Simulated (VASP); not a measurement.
# CaGaC4N4 (P-43m) in VASP: a series of runs, part 2 of 2

VASP 6.6.1. The steps go on from the part before.

## (3) Single point, PBE, collinear spin, ferromagnetic start

INCAR reads:

```
ALGO = Fast ; EDIFF = 1E-6
ENCUT = 520 ; GGA = PE
ISIF = 2 ; ISMEAR = 0
ISPIN = 2 ; LASPH = T
LCHARG = T ; LELF = T
LORBIT = 11 ; LREAL = F
LVHAR = T ; LWAVE = F
MAGMOM = 0 0 1 1 1 1 1 1 1 1 ; NBANDS = 44
NELM = 150 ; PREC = Accurate
SIGMA = 0.1
```

KPOINTS reads:

```
k-points
0
Gamma
  4 4 4
```

POSCAR reads:

```
CaGaC4N4
1.0
    6.0922000400      0.0000000000      0.0000000000
    0.0000000000      6.0922000400      0.0000000000
    0.0000000000      0.0000000000      6.0922000400
Ca Ga C N
1 1 4 4
Direct
    0.5000000000      0.5000000000      0.5000000000
    0.0000000000      0.0000000000      0.0000000000
    0.1796815800      0.1796815800      0.1796815800
    0.1796815800      0.8203184200      0.8203184200
    0.8203184200      0.1796815800      0.8203184200
    0.8203184200      0.8203184200      0.1796815800
    0.2905610300      0.2905610300      0.2905610300
    0.2905610300      0.7094389700      0.7094389700
    0.7094389700      0.2905610300      0.7094389700
    0.7094389700      0.7094389700      0.2905610300
```

Potentials or basis: VASP PAW PBE potentials, release 64 (Ca_sv, Ga_d, C, N).

The run is started by

```
$ cat potpaw_PBE.64/Ca_sv/POTCAR potpaw_PBE.64/Ga_d/POTCAR potpaw_PBE.64/C/POTCAR potpaw_PBE.64/N/POTCAR > POTCAR
$ mpirun -np 1 vasp_std > vasp.out
```

OUTCAR:

```text
EDIFF = 1E-6
   ENCUT = 520
   GGA = PE
   ISIF = 2
   ISMEAR = 0
   ISPIN = 2
   LASPH = T
   LORBIT = 11
   LREAL = F
   NELM = 150
   PREC = Accurate

 ion  position               nearest neighbor table
   1  0.500  0.500  0.500-   7 2.21   8 2.21   9 2.21  10 2.21
   2  0.000  0.000  0.000-   3 1.90   4 1.90   5 1.90   6 1.90
   3  0.180  0.180  0.180-   7 1.17   2 1.90
   4  0.180  0.820  0.820-   8 1.17   2 1.90
   5  0.820  0.180  0.820-   9 1.17   2 1.90
   6  0.820  0.820  0.180-  10 1.17   2 1.90
   7  0.291  0.291  0.291-   3 1.17   1 2.21
   8  0.291  0.709  0.709-   4 1.17   1 2.21
   9  0.709  0.291  0.709-   5 1.17   1 2.21
  10  0.709  0.709  0.291-   6 1.17   1 2.21

  LATTYP: Found a simple cubic cell.
 ALAT       =     6.0922000400

  Lattice vectors:

 A1 = (   6.0922000400,   0.0000000000,   0.0000000000)
 A2 = (   0.0000000000,   6.0922000400,   0.0000000000)
 A3 = (   0.0000000000,   0.0000000000,   6.0922000400)

Analysis of symmetry for initial positions (statically):
=====================================================================
 Subroutine PRICEL returns:
 Original cell was already a primitive cell.

 Routine SETGRP: Setting up the symmetry group for a
 simple cubic supercell.

 Subroutine GETGRP returns: Found 24 space group operations
 (whereof 24 operations were pure point group operations)
 out of a pool of 48 trial point group operations.

The static configuration has the point symmetry T_d .

Analysis of symmetry for dynamics (positions and initial velocities):
=====================================================================
 Subroutine PRICEL returns:
 Original cell was already a primitive cell.

 Routine SETGRP: Setting up the symmetry group for a
 simple cubic supercell.

 Subroutine GETGRP returns: Found 24 space group operations
 (whereof 24 operations were pure point group operations)
 out of a pool of 48 trial point group operations.

The dynamic configuration has the point symmetry T_d .

Analysis of structural, dynamic, and magnetic symmetry:
=====================================================================
 Subroutine PRICEL returns:
 Original cell was already a primitive cell.

 Routine SETGRP: Setting up the symmetry group for a
 simple cubic supercell.

 Subroutine GETGRP returns: Found 24 space group operations
 (whereof 24 operations were pure point group operations)
 out of a pool of 48 trial point group operations.

The overall configuration has the point symmetry T_d .

 Subroutine INISYM returns: Found 24 space group operations
 (whereof 24 operations are pure point group operations),
 and found     1 'primitive' translations

----------------------------------------------------------------------------------------

                                     Primitive cell

  volume of cell :     226.1114

  direct lattice vectors                    reciprocal lattice vectors
     6.092200040  0.000000000  0.000000000     0.164144315  0.000000000  0.000000000
     0.000000000  6.092200040  0.000000000     0.000000000  0.164144315  0.000000000
     0.000000000  0.000000000  6.092200040     0.000000000  0.000000000  0.164144315

  length of vectors
     6.092200040  6.092200040  6.092200040     0.164144315  0.164144315  0.164144315

  position of ions in fractional coordinates (direct lattice)
     0.500000000  0.500000000  0.500000000
[... 101 lines left out ...]
  Fermi-wavevector in a.u.,A,eV,Ry     =   1.046128  1.976895 14.889985  1.094383
  Thomas-Fermi vector in A             =   2.180953
   LORBIT       =     11    0 simple, 1 ext, 2 COOP (PROOUT), +10 PAW based schemes
   GGA     = PE    functional components
   LHFCALC =     F    Hartree Fock is set to
   AEXX    =    0.0000 exact exchange contribution
   IVDW    =     0    specifies the selected vdW correction
   LEPSILON=     F    determine dielectric tensor
   LRPA    =     F    only Hartree local field effects (RPA)
 spin polarized calculation
 RMM-DIIS sequential band-by-band and
 Gauss-broadening in eV      SIGMA  =   0.10
  energy-cutoff  :      520.00
  volume of cell :      226.11
 maximum number of plane-waves:      6126
 NGX is ok and might be reduce to    48
   NGX = 23   NGY = 23   NGZ = 23

 number of electron      59.0000024 magnetization       0.4139598

 Free energy of the ion-electron system (eV)
  ---------------------------------------------------
  ext. energy  EPLUGINS =         0.00000000
  ---------------------------------------------------
  free energy    TOTEN  =       -73.25044596 eV

  energy without entropy =      -73.20122404  energy(sigma->0) =      -73.22583500

 E-fermi :   1.8227     XC(G=0):  -6.8071

 val. band max:        1.8031245654   @ k =   0.2500   0.0000   0.0000
 cond. band min:       1.8432272204   @ k =   0.5000   0.0000   0.0000
 fundamental gap:      0.0401026550
 Fermi energy:         1.8226846842

 spin component 1

 k-point     1 :       0.0000    0.0000    0.0000
  band No.  band energies     occupation
      1     -39.6506      1.00000
      2     -20.9057      1.00000
      3     -20.9057      1.00000
      4     -20.9057      1.00000
      5     -18.6282      1.00000
      6     -18.4599      1.00000
[... 429 lines left out ...]
     40       5.0175      0.00000
     41       6.1324      0.00000
 Fermi energy:         1.8226846842

 spin component 2

 k-point     1 :       0.0000    0.0000    0.0000
  band No.  band energies     occupation
      1     -39.6300      1.00000
      2     -20.8819      1.00000
      3     -20.8819      1.00000
      4     -20.8819      1.00000
      5     -18.6012      1.00000
      6     -18.4343      1.00000
[... 429 lines left out ...]
     40       5.0489      0.00000
     41       6.1713      0.00000
 [bands above 41 left out]

------------------------ aborting loop because EDIFF is reached ----------------------------------------

  FORCE on cell =-STRESS in cart. coord.  units (eV):
  Direction    XX          YY          ZZ          XY          YZ          ZX
  --------------------------------------------------------------------------------------
  -------------------------------------------------------------------------------------
  Total        8.0733296      8.0733296      8.0733296      0.0000000     -0.0000000      0.0000000
  in kB       57.2058970     57.2058970     57.2058970      0.0000000     -0.0000000      0.0000000
  external PRESSURE =      57.2058970 kB  Pullay stress =       0.0000000 kB

 VOLUME and BASIS-vectors are now :
 -----------------------------------------------------------------------------
  energy-cutoff  :      520.00
  volume of cell :      226.11
      direct lattice vectors                 reciprocal lattice vectors
     6.092200040  0.000000000  0.000000000     0.164144315  0.000000000  0.000000000
     0.000000000  6.092200040  0.000000000     0.000000000  0.164144315  0.000000000
     0.000000000  0.000000000  6.092200040     0.000000000  0.000000000  0.164144315

 POSITION                                       TOTAL-FORCE (eV/Angst)
 -----------------------------------------------------------------------------------
      3.04610      3.04610      3.04610        -0.000000     -0.000000     -0.000000
      0.00000      0.00000      0.00000        -0.000000     -0.000000     -0.000000
      1.09466      1.09466      1.09466         0.205445      0.205445      0.205445
      1.09466      4.99754      4.99754         0.205445     -0.205445     -0.205445
      4.99754      1.09466      4.99754        -0.205445      0.205445     -0.205445
      4.99754      4.99754      1.09466        -0.205445     -0.205445      0.205445
      1.77016      1.77016      1.77016        -0.182257     -0.182257     -0.182257
      1.77016      4.32204      4.32204        -0.182257      0.182257      0.182257
      4.32204      1.77016      4.32204         0.182257     -0.182257      0.182257
      4.32204      4.32204      1.77016         0.182257      0.182257     -0.182257
 -----------------------------------------------------------------------------------
    total drift:                                0.000000      0.000000     -0.000000

  FREE ENERGIE OF THE ION-ELECTRON SYSTEM (eV)
  ---------------------------------------------------
  free  energy   TOTEN  =       -73.2504459595 eV

  energy  without entropy=      -73.2012240393  energy(sigma->0) =      -73.22583500

 total charge

# of ion       s       p       d       tot
------------------------------------------
    1        2.047   5.889   0.334   8.270
    2        0.795   1.137  10.165  12.097
    3        0.952   1.683   0.000   2.635
    4        0.952   1.683   0.000   2.635
    5        0.952   1.683   0.000   2.635
    6        0.952   1.683   0.000   2.635
    7        1.317   2.575   0.000   3.893
    8        1.317   2.575   0.000   3.893
    9        1.317   2.575   0.000   3.893
   10        1.317   2.575   0.000   3.893
--------------------------------------------------
tot         11.922  24.058  10.499  46.478

 magnetization (x)

# of ion       s       p       d       tot
------------------------------------------
    1        0.000   0.001   0.022   0.023
    2       -0.002   0.006   0.016   0.021
    3        0.003   0.020   0.000   0.022
    4        0.003   0.020   0.000   0.022
    5        0.003   0.020   0.000   0.022
    6        0.003   0.020   0.000   0.022
    7        0.000   0.014   0.000   0.015
    8        0.000   0.014   0.000   0.015
    9        0.000   0.014   0.000   0.015
   10        0.000   0.014   0.000   0.015
--------------------------------------------------
tot          0.011   0.143   0.038   0.192
```

It took 18 min on 1 thread of Oxide Virtual Turin-like, shared host; peak memory 0.48 GiB.

What came out:

```yaml
Free_energy: -73.2504 eV
Pressure: 5.7 GPa
Largest_force: 0.356 eV/Å
Net_moment: 0.41 μB per cell
Site_moments: Ca +0.02; Ga +0.02; C +0.02; N +0.01 μB
Valence_electrons_inside_the_program's_atomic_spheres: Ca 8.27; Ga 12.10; C 2.63; N 3.89
```

Forces in eV/Å, atoms in the order of the input:
```
Ca   0.000  0.000  0.000
Ga   0.000  0.000  0.000
C    0.205  0.205  0.205
C    0.205 -0.205 -0.205
C   -0.205  0.205 -0.205
C   -0.205 -0.205  0.205
N   -0.182 -0.182 -0.182
N   -0.182  0.182  0.182
N    0.182 -0.182  0.182
N    0.182  0.182 -0.182
```

Levels at points of the mesh, in eV from the Fermi level:
Spin up:
```tsv
k point	band 27	band 28	band 29	band 30	band 31	band 32	band 33	band 34
(0.00, 0.00, 0.00)	-6.15	-6.15	-6.15	-0.19	-0.19	-0.19	0.29	0.29
(0.50, 0.00, 0.00)	-6.33	-6.21	-6.21	-0.06	0.20	0.20	0.51	1.07
(0.50, 0.50, 0.00)	-6.40	-6.24	-6.24	-0.06	0.52	0.55	0.55	1.10
(0.50, 0.50, 0.50)	-6.29	-6.29	-6.29	0.30	0.30	0.34	0.34	0.34
```
Spin down:
| k point | band 25 | band 26 | band 27 | band 28 | band 29 | band 30 | band 31 | band 32 | band 33 | band 34 |
| --- | --- | --- | --- | --- | --- | --- | --- | --- | --- | --- |
| (0.00, 0.00, 0.00) | -6.35 | -6.35 | -6.10 | -6.10 | -6.10 | -0.11 | -0.11 | -0.11 | 0.37 | 0.37 |
| (0.50, 0.00, 0.00) | -6.36 | -6.36 | -6.28 | -6.16 | -6.16 | 0.02 | 0.29 | 0.29 | 0.59 | 1.15 |
| (0.50, 0.50, 0.00) | -6.44 | -6.37 | -6.35 | -6.19 | -6.19 | 0.02 | 0.60 | 0.64 | 0.64 | 1.19 |
| (0.50, 0.50, 0.50) | -6.34 | -6.34 | -6.24 | -6.24 | -6.24 | 0.38 | 0.38 | 0.42 | 0.42 | 0.42 |

Caveat: the cell stands under pressure; a moment this small can come from the mesh or the smearing.
